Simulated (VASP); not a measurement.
SiC, 2 atoms in the cell. It takes space group F-43m (No. 216, cubic). Conventional cell: a = 4.357 Å, b = 4.357 Å, c = 4.357 Å, α = 90.00°, β = 90.00°, γ = 90.00°. Si (site symmetry -43m) has 4 C at 1.89 Å within 2.5 Å. Within 2.5 Å of C (site symmetry -43m) lie 4 Si at 1.89 Å. 

- Program: VASP 6.6.1
- Task: single point
- Functional: PBEsol
- Potentials or basis: VASP PAW PBE potentials, release 64 (Si, C)
- Cutoff: 520 eV
- k mesh: 12 × 12 × 12
- Occupations: gaussian, width 0.02 eV
- Spin: no spin polarisation
- Dipole correction: no
- Further INCAR settings: ALGO = Normal; EDIFF = 1e-07; NBANDS = 11

Potentials or basis: VASP PAW PBE potentials, release 64 (Si, C).

Command:

```bash
$ cat potpaw_PBE.64/Si/POTCAR potpaw_PBE.64/C/POTCAR > POTCAR
$ mpirun -np 1 vasp_std > vasp.out
```

Hardware: 1 thread of Intel(R) Xeon(R) Platinum 8559C (Emerald Rapids), with other jobs on the host.

Problem. Estimate the wall time of this run.

Solution. It took 5.6 s on 1 thread of Intel(R) Xeon(R) Platinum 8559C (Emerald Rapids), with other jobs on the host, peak memory 0.14 GiB. Counts: scf iterations 13, k points 72.
